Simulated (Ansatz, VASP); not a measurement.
One calculation of Si3N4, two programs

```xyz
14
Lattice="0.0000 3.9970 3.9970 3.9970 0.0000 3.9970 3.9970 3.9970 0.0000" Properties=species:S:1:pos:R:3 pbc="T T T"
Si    2.9977    2.9977    0.9992
Si    2.9977    0.9992    2.9977
Si    0.9992    2.9977    2.9977
Si    0.9992    0.9992    0.9992
Si    5.9955    5.9955    5.9955
Si    3.9970    3.9970    3.9970
N     2.9331    2.9331    2.9331
N     7.0593    4.9316    4.9316
N     4.9316    4.9316    7.0593
N     4.9316    7.0593    4.9316
N     5.0608    5.0608    2.9331
N     5.0608    2.9331    5.0608
N     7.0593    7.0593    7.0593
N     2.9331    5.0608    5.0608
```

Alike in both runs: functional PBEsol; k mesh 6 × 6 × 6; occupations gaussian, width 0.02 eV; no spin polarisation.

Ansatz relaxed the structure, and its values are those at the end. VASP's run is a single point on that final structure, the one shown.

|  | VASP | Ansatz |
| --- | --- | --- |
| version | VASP 6.6.1 | Ansatz 0.2.0 |
| potentials or method | VASP PAW PBE potentials, release 64 (Si, N), cutoff 520 eV | scalar-relativistic, plane waves, PAW |
| valence electrons in the cell | 64 | 64 |

|  | VASP | Ansatz | Ansatz less VASP |
| --- | --- | --- | --- |
| gap on the k mesh at the Fermi level (eV) | 2.93 | 2.93 | +0.006 |
| least direct gap on the mesh (eV) | 2.99 | 3.00 | +0.006 |
| pressure (GPa) | -23.8 | -24.1 | -0.26 |

VASP's potentials were made for PBE, not for PBEsol. Ansatz's warnings: stress scf threshold loose.
